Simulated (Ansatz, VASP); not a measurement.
Two plane-wave programs on BaZrO3

The input INCAR:

```
ALGO = Normal
EDIFF = 1E-6
ENCUT = 1340
GGA = PE
GGA_COMPAT = False
ISIF = 2
ISMEAR = 0
LASPH = True
LCHARG = False
LREAL = False
LWAVE = False
NBANDS = 28
NELM = 120
PREC = Accurate
SIGMA = 0.05
```

The input KPOINTS:

```
k-points
0
Gamma
  8 8 8
```

Contents of POSCAR:

```
BaZrO3
1.0
    4.1815040793      0.0000000000      0.0000000000
    0.0000000000      4.1815040793      0.0000000000
    0.0000000000      0.0000000000      4.1815040793
Ba Zr O
1 1 3
Direct
    0.0000000000      0.0000000000      0.0000000000
    0.5000000000      0.5000000000      0.5000000000
    0.0000000000      0.5000000000      0.5000000000
    0.5000000000      0.5000000000      0.0000000000
    0.5000000000      0.0000000000      0.5000000000
```

Input for Ansatz:

```yaml
crystal:
  lattice:
    - [4.1815040793, 0.0, 0.0]
    - [0.0, 4.1815040793, 0.0]
    - [0.0, 0.0, 4.1815040793]
  atoms:
    - { symbol: Ba, position: [0.0, 0.0, 0.0] }
    - { symbol: Zr, position: [0.5, 0.5, 0.5] }
    - { symbol: O, position: [0.0, 0.5, 0.5] }
    - { symbol: O, position: [0.5, 0.5, 0.0] }
    - { symbol: O, position: [0.5, 0.0, 0.5] }
basis:
  ecutwfc: 420
  ecutrho_ratio: 4
kpoints:
  mp_grid: { grid: [8, 8, 8] }
hamiltonian:
  xc: pbe
scf:
  occupations: { method: gaussian, width: 0.05 }
output:
  forces: true
  stress: true
  eigenvalues: true
```

Alike in both runs: task single point; functional PBE; k mesh 8 × 8 × 8; occupations gaussian, width 0.05 eV; no spin polarisation.

```csv
,VASP,Ansatz
version,VASP 6.6.1,Ansatz 0.2.0
potentials or method,"VASP PAW PBE potentials, release 64 (Ba_sv, Zr_sv, O_h), cutoff 1340 eV","scalar-relativistic, plane waves, PAW"
valence electrons in the cell,40,40
```

|  | VASP | Ansatz | Ansatz less VASP |
| --- | --- | --- | --- |
| gap on the k mesh at the Fermi level (eV) | 3.21 | 3.26 | +0.047 |
| least direct gap on the mesh (eV) | 3.42 | 3.44 | +0.020 |
| pressure (GPa) | 6.2 | 5.2 | -0.94 |

With one functional, cell and mesh, what is left measures potentials, basis and numerics.

Spin-orbit coupling is off throughout.
